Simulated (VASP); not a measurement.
# Si16Ge (a cell with a defect) in VASP: single point with PBEsol

Aim: the single point of Si16Ge (a cell with a defect) with PBEsol.

All numbers are computed with VASP 6.6.1; they aren't measurements. Logs are shortened: lines on timing, memory, paths and dates and some standing lists are left out, and cuts for length are marked.

### Step 1. The cell of the first run

The cell holds a defect, 17 atoms: a = 7.679 Å, b = 7.679 Å, c = 7.679 Å, α = 60.00°, β = 60.00°, γ = 60.00°.

### Step 2. Single point, PBEsol

Input file INCAR:

```
PREC = Accurate
ENCUT = 520
EDIFF = 1E-6
ISMEAR = -1
SIGMA = 0.05
LREAL = Auto
LASPH = True
NELM = 60
ALGO = Normal
ISIF = 2
LWAVE = False
LCHARG = False
GGA = PS
NBANDS = 53
```

Input file KPOINTS:

```
regular mesh
0
Gamma
  2 2 2
```

Input file POSCAR:

```
Si16Ge
1.0
    0.0000000000      5.4300000000      5.4300000000
    5.4300000000      0.0000000000      5.4300000000
    5.4300000000      5.4300000000      0.0000000000
Si Ge
16 1
Direct
   -0.0012121547      0.0002502762      0.0004672192
    0.1204434622      0.1214064457      0.1215513812
   -0.0050007366     -0.0043508287      0.5046650092
    0.1204449355      0.1214097606      0.6365718232
   -0.0049817680      0.5045075506     -0.0042222836
    0.1204569061      0.6363591160      0.1215826888
   -0.0049794659      0.5045087477      0.5046761510
    0.1266934622      0.6243448435      0.6244724678
    0.5034686924     -0.0041524862     -0.0040530387
    0.6349234807      0.1215846225      0.1217363720
    0.5034685083     -0.0041488029      0.5047165746
    0.6236804788      0.1270657459      0.6246186004
    0.5034668508      0.5045569061     -0.0040184162
    0.6236957643      0.6245173112      0.1271246777
    0.4996763352      0.5000641805      0.5001255064
    0.6236976980      0.6245205341      0.6246488950
    0.2487398711      0.2502612339      1.2504853591
```

Potentials or basis: VASP PAW PBE potentials, release 64 (Si, Ge_d).

On the command line:

```console
$ cat potpaw_PBE.64/Si/POTCAR potpaw_PBE.64/Ge_d/POTCAR > POTCAR
$ mpirun -np 1 vasp_std > vasp.out
```

OUTCAR:

```text
PREC = Accurate
   ENCUT = 520
   EDIFF = 1E-6
   ISMEAR = -1
   LREAL = Auto
   LASPH = True
   NELM = 60
   ISIF = 2
   GGA = PS

 ion  position               nearest neighbor table
   1  0.999  0.000  0.000-  10 2.28   6 2.28   4 2.28   2 2.28
   2  0.120  0.121  0.122-   1 2.28   9 2.40   5 2.40   3 2.40  17 2.42
   3  0.995  0.996  0.505-   8 2.33  12 2.33   4 2.40   2 2.40  17 2.76
   4  0.120  0.121  0.637-   1 2.28  11 2.40   7 2.40   3 2.40  17 2.42
   5  0.995  0.505  0.996-   8 2.33  14 2.33   6 2.40   2 2.40  17 2.76
   6  0.120  0.636  0.122-   1 2.28  13 2.40   7 2.40   5 2.40  17 2.42
   7  0.995  0.505  0.505-   8 2.33  16 2.33   6 2.40   4 2.40  17 2.76
   8  0.127  0.624  0.624-   3 2.33   5 2.33   7 2.33  15 2.34
   9  0.503  0.996  0.996-  12 2.33  14 2.33  10 2.40   2 2.40  17 2.76
  10  0.635  0.122  0.122-   1 2.28  13 2.40  11 2.40   9 2.40  17 2.42
  11  0.503  0.996  0.505-  12 2.33  16 2.33  10 2.40   4 2.40  17 2.76
  12  0.624  0.127  0.625-   3 2.33   9 2.33  11 2.33  15 2.34
  13  0.503  0.505  0.996-  14 2.33  16 2.33  10 2.40   6 2.40  17 2.76
  14  0.624  0.625  0.127-   5 2.33   9 2.33  13 2.33  15 2.34
  15  0.500  0.500  0.500-   8 2.34  12 2.34  14 2.34  16 2.34
  16  0.624  0.625  0.625-   7 2.33  11 2.33  13 2.33  15 2.34
  17  0.249  0.250  0.250-   2 2.42   4 2.42   6 2.42  10 2.42   3 2.76   5 2.76   7 2.76   9 2.76
                            11 2.76  13 2.76

  LATTYP: Found a face centered cubic cell.
 ALAT       =    10.8600000000

  Lattice vectors:

 A1 = (   0.0000000000,   5.4300000000,   5.4300000000)
 A2 = (   5.4300000000,   0.0000000000,   5.4300000000)
 A3 = (   5.4300000000,   5.4300000000,   0.0000000000)

Analysis of symmetry for initial positions (statically):
=====================================================================
 Subroutine PRICEL returns:
 Original cell was already a primitive cell.

 Routine SETGRP: Setting up the symmetry group for a
 face centered cubic supercell.

 Subroutine GETGRP returns: Found  1 space group operations
 (whereof  1 operations were pure point group operations)
 out of a pool of 48 trial point group operations.

The static configuration has the point symmetry C_1 .

Analysis of symmetry for dynamics (positions and initial velocities):
=====================================================================
 Subroutine PRICEL returns:
 Original cell was already a primitive cell.

 Routine SETGRP: Setting up the symmetry group for a
 face centered cubic supercell.

 Subroutine GETGRP returns: Found  1 space group operations
 (whereof  1 operations were pure point group operations)
 out of a pool of 48 trial point group operations.

The dynamic configuration has the point symmetry C_1 .

 Subroutine INISYM returns: Found  1 space group operations
 (whereof  1 operations are pure point group operations),
 and found     1 'primitive' translations

----------------------------------------------------------------------------------------

                                     Primitive cell

  volume of cell :     320.2060

  direct lattice vectors                    reciprocal lattice vectors
     0.000000000  5.430000000  5.430000000    -0.092081031  0.092081031  0.092081031
     5.430000000  0.000000000  5.430000000     0.092081031 -0.092081031  0.092081031
     5.430000000  5.430000000  0.000000000     0.092081031  0.092081031 -0.092081031

  length of vectors
     7.679179644  7.679179644  7.679179644     0.159489025  0.159489025  0.159489025

  position of ions in fractional coordinates (direct lattice)
     0.998787845  0.000250276  0.000467219
     0.120443462  0.121406446  0.121551381
     0.994999263  0.995649171  0.504665009
     0.120444935  0.121409761  0.636571823
     0.995018232  0.504507551  0.995777716
     0.120456906  0.636359116  0.121582689
[... 9 lines left out ...]
     0.623697698  0.624520534  0.624648895
     0.248739871  0.250261234  0.250485359

  ion indices of the primitive-cell ions
   primitive index   ion index
                 1           1
                 2           2
                 3           3
                 4           4
                 5           5
                 6           6
[... 9 lines left out ...]
                16          16
                17          17

----------------------------------------------------------------------------------------

 KPOINTS: regular mesh

Automatic generation of k-mesh.
 Grid dimensions read from file:
 generate k-points for:    2    2    2

 Generating k-lattice:

  Cartesian coordinates                     Fractional coordinates (reciprocal lattice)
    -0.046040516  0.046040516  0.046040516     0.500000000  0.000000000  0.000000000
     0.046040516 -0.046040516  0.046040516     0.000000000  0.500000000  0.000000000
     0.046040516  0.046040516 -0.046040516     0.000000000  0.000000000  0.500000000

  Length of vectors
     0.079744512  0.079744512  0.079744512

  Shift w.r.t. Gamma in fractional coordinates (k-lattice)
     0.000000000  0.000000000  0.000000000

 Subroutine IBZKPT returns following result:
 ===========================================

 Found      8 irreducible k-points:

 Following reciprocal coordinates:
            Coordinates               Weight
  0.000000  0.000000  0.000000      1.000000
  0.500000  0.000000  0.000000      1.000000
  0.000000  0.500000  0.000000      1.000000
  0.000000  0.000000  0.500000      1.000000
  0.500000  0.500000  0.500000      1.000000
  0.500000  0.500000  0.000000      1.000000
  0.000000  0.500000  0.500000      1.000000
  0.500000  0.000000  0.500000      1.000000
   k-points           NKPTS =      8   k-points in BZ     NKDIM =      8   number of bands    NBANDS=     53
   number of dos      NEDOS =    301   number of ions     NIONS =     17
   total plane-waves  NPLWV = 216000
   dimension x,y,z NGX =    60 NGY =   60 NGZ =   60
   dimension x,y,z NGXF=   120 NGYF=  120 NGZF=  120
   ions per type =              16   1
   NGX,Y,Z   is equivalent  to a cutoff of  12.99, 12.99, 12.99 a.u.
   NGXF,Y,Z  is equivalent  to a cutoff of  25.98, 25.98, 25.98 a.u.
 SYSTEM =  unknown system
   PREC   = accura    normal or accurate (medium, high low for compatibility)
   ISTART =      0    job   : 0-new  1-cont  2-samecut
   ICHARG =      2    charge: 1-file 2-atom 10-const
   ISPIN  =      1    spin polarized calculation?
   LNONCOLLINEAR =      F non collinear calculations
   LSORBIT =      F    spin-orbit coupling
   LASPH  =      T    aspherical Exc in radial PAW
   ENCUT  =  520.0 eV  38.22 Ry    6.18 a.u.  14.28 14.28 14.28*2*pi/ulx,y,z
   NELM   =     60;   NELMIN=  2; NELMDL= -5     # of ELM steps
   EDIFF  = 0.1E-05   stopping-criterion for ELM
   LREAL  =      T    real-space projection
   EDIFFG = 0.1E-04   stopping-criterion for IOM
   NSW    =      0    number of steps for IOM
   IBRION =     -1    ionic relax: 0-MD 1-quasi-New 2-CG
   NFREE  =      0    steps in history (QN), initial steepest desc. (CG)
   ISIF   =      2    stress and relaxation
   ISYM   =      2    0-nonsym 1-usesym 2-fastsym
   POTIM  = 0.5000    time-step for ionic-motion
   TEBEG  =    0.0;   TEEND  =   0.0 temperature during run
   PSTRESS=    0.0 pullay stress
   NELECT =      78.0000    total number of electrons
   NUPDOWN=      -1.0000    fix difference up-down
   EMIN   =  10.00;   EMAX   =-10.00  energy-range for DOS
   EFERMI =   0.00;   METHOD = LEGACY
   ISMEAR =    -1;   SIGMA  =   0.05  broadening in eV -4-tet -1-fermi 0-gaus
   EFERMI_NEDOS =   21; number of points for ismear=-14 and -15
   IALGO  =     38    algorithm
   IMIX   =      4    mixing-type and parameters
     AMIX     =   0.40;   BMIX     =  1.00
     AMIX_MAG =   1.60;   BMIX_MAG =  1.00
  volume/ion in A,a.u.               =      18.84       127.11
  Fermi-wavevector in a.u.,A,eV,Ry     =   1.022421  1.932096 14.222785  1.045345
  Thomas-Fermi vector in A             =   2.156100
   LORBIT       =      0    0 simple, 1 ext, 2 COOP (PROOUT), +10 PAW based schemes
   GGA     = PS    functional components
   LHFCALC =     F    Hartree Fock is set to
   AEXX    =    0.0000 exact exchange contribution
   IVDW    =     0    specifies the selected vdW correction
   LEPSILON=     F    determine dielectric tensor
   LRPA    =     F    only Hartree local field effects (RPA)
 non-spin polarized calculation
  energy-cutoff  :      520.00
  volume of cell :      320.21
 maximum number of plane-waves:      8646
 NGX is ok and might be reduce to    60
   NGX = 29   NGY = 29   NGZ = 29

 number of electron      77.9999998 magnetization

 Free energy of the ion-electron system (eV)
  ---------------------------------------------------
  ext. energy  EPLUGINS =         0.00000000
  ---------------------------------------------------
  free energy    TOTEN  =       -92.80399092 eV

  energy without entropy =      -92.77005374  energy(sigma->0) =      -92.78702233

 E-fermi :   6.7692     XC(G=0):  -9.8833

 val. band max:        6.5592683440   @ k =   0.0000   0.0000   0.0000
 cond. band min:       6.7995724500   @ k =   0.0000   0.0000   0.0000
 fundamental gap:      0.2403041060
 Fermi energy:         6.7692284467

 k-point     1 :       0.0000    0.0000    0.0000
  band No.  band energies     occupation
      1     -18.2566      2.00000
      2     -18.2566      2.00000
      3     -18.2566      2.00000
      4     -18.2426      2.00000
      5     -18.2426      2.00000
      6      -6.6129      2.00000
[... 43 lines left out ...]
     50       8.0094      0.00000
     51       8.9835      0.00000

 k-point     2 :       0.5000    0.0000    0.0000
  band No.  band energies     occupation
      1     -18.2566      2.00000
      2     -18.2566      2.00000
      3     -18.2566      2.00000
      4     -18.2426      2.00000
      5     -18.2426      2.00000
      6      -6.2879      2.00000
[... 316 lines left out ...]
 k-point     8 :       0.5000    0.0000    0.5000
  band No.  band energies     occupation
      1     -18.2566      2.00000
      2     -18.2566      2.00000
      3     -18.2566      2.00000
      4     -18.2426      2.00000
      5     -18.2426      2.00000
      6      -6.1846      2.00000
[... 43 lines left out ...]
     50      10.2124      0.00000
     51      10.2131      0.00000
 [bands above 51 left out]

------------------------ aborting loop because EDIFF is reached ----------------------------------------

  FORCE on cell =-STRESS in cart. coord.  units (eV):
  Direction    XX          YY          ZZ          XY          YZ          ZX
  --------------------------------------------------------------------------------------
  -------------------------------------------------------------------------------------
  Total        9.5313609      9.5315297      9.5321513      0.0003529     -0.0001319      0.0003690
  in kB       47.6909544     47.6917988     47.6949088      0.0017659     -0.0006598      0.0018462
  external PRESSURE =      47.6925540 kB  Pullay stress =       0.0000000 kB

 VOLUME and BASIS-vectors are now :
 -----------------------------------------------------------------------------
  energy-cutoff  :      520.00
  volume of cell :      320.21
      direct lattice vectors                 reciprocal lattice vectors
     0.000000000  5.430000000  5.430000000    -0.092081031  0.092081031  0.092081031
     5.430000000  0.000000000  5.430000000     0.092081031 -0.092081031  0.092081031
     5.430000000  5.430000000  0.000000000     0.092081031  0.092081031 -0.092081031

 POSITION                                       TOTAL-FORCE (eV/Angst)
 -----------------------------------------------------------------------------------
      0.00390      5.42596      5.42478        -0.001998      0.002005      0.002039
      1.31926      1.31403      1.31324         0.001487      0.001492      0.001016
      8.14671      8.14318     10.80922         0.001242     -0.001131     -0.000057
      4.11584      4.11060      1.31327        -0.001365     -0.001331      0.000982
      8.14655     10.81002      8.14242         0.001084     -0.000256     -0.001242
      4.11562      1.31428      4.10951        -0.001405      0.001320     -0.000576
[... 9 lines left out ...]
      6.78299      6.77852      6.77783        -0.000222      0.000010     -0.000152
      2.71905      2.71079      2.70958        -0.001567      0.001612      0.001673
 -----------------------------------------------------------------------------------
    total drift:                                0.004111     -0.004291     -0.001443

  FREE ENERGIE OF THE ION-ELECTRON SYSTEM (eV)
  ---------------------------------------------------
  free  energy   TOTEN  =       -92.8039909210 eV

  energy  without entropy=      -92.7700537422  energy(sigma->0) =      -92.78702233
```

Wall time 2.4 min (1 thread of Intel Xeon Platinum 8559C (Emerald Rapids), shared host); peak memory 0.48 GiB.

What came out:

- Free energy: -92.8040 eV
- Pressure: 4.8 GPa
- Largest force: 0.003 eV/Å
- Band gap on the k mesh: zero (band 39 reaches 6.87 eV, above the bottom of band 40 at 6.56 eV)

Forces on the atoms (eV/Å):
```
Si  -0.002  0.002  0.002
Si   0.001  0.001  0.001
Si   0.001 -0.001  0.000
Si  -0.001 -0.001  0.001
Si   0.001  0.000 -0.001
Si  -0.001  0.001 -0.001
Si   0.000 -0.001 -0.001
Si   0.002 -0.002 -0.002
Si   0.000 -0.001 -0.001
Si  -0.001  0.001  0.001
Si   0.001  0.000 -0.001
Si   0.000  0.000  0.000
Si   0.001 -0.001  0.000
Si   0.000  0.000  0.000
Si   0.000  0.000  0.000
Si   0.000  0.000  0.000
Ge  -0.002  0.002  0.002
```

Levels at points of the mesh, in eV from the Fermi level:
| k point | band 36 | band 37 | band 38 | band 39 | band 40 | band 41 | band 42 | band 43 |
| --- | --- | --- | --- | --- | --- | --- | --- | --- |
| (0.00, 0.00, 0.00) | -0.70 | -0.69 | -0.69 | -0.21 | -0.21 | -0.21 | 0.03 | 0.03 |
| (0.50, 0.00, 0.00) | -1.42 | -1.36 | -1.36 | -0.28 | 0.55 | 0.55 | 0.90 | 0.90 |
| (0.00, 0.50, 0.00) | -1.42 | -1.36 | -1.36 | -0.28 | 0.55 | 0.56 | 0.89 | 0.89 |
| (0.00, 0.00, 0.50) | -1.42 | -1.36 | -1.36 | -0.28 | 0.55 | 0.56 | 0.89 | 0.89 |
| (0.50, 0.50, 0.50) | -1.42 | -1.36 | -1.36 | -0.28 | 0.55 | 0.56 | 0.89 | 0.89 |
| (0.50, 0.50, 0.00) | -1.97 | -1.80 | -1.23 | 0.10 | 0.84 | 1.09 | 1.09 | 1.10 |
| (0.00, 0.50, 0.50) | -1.97 | -1.80 | -1.23 | 0.10 | 0.84 | 1.09 | 1.09 | 1.09 |
| (0.50, 0.00, 0.50) | -1.97 | -1.80 | -1.23 | 0.10 | 0.84 | 1.09 | 1.09 | 1.09 |

Caveat: the k points lie up to 0.50 Å⁻¹ apart; the PAW data sets were made with another functional, which shifts forces and pressure a little.
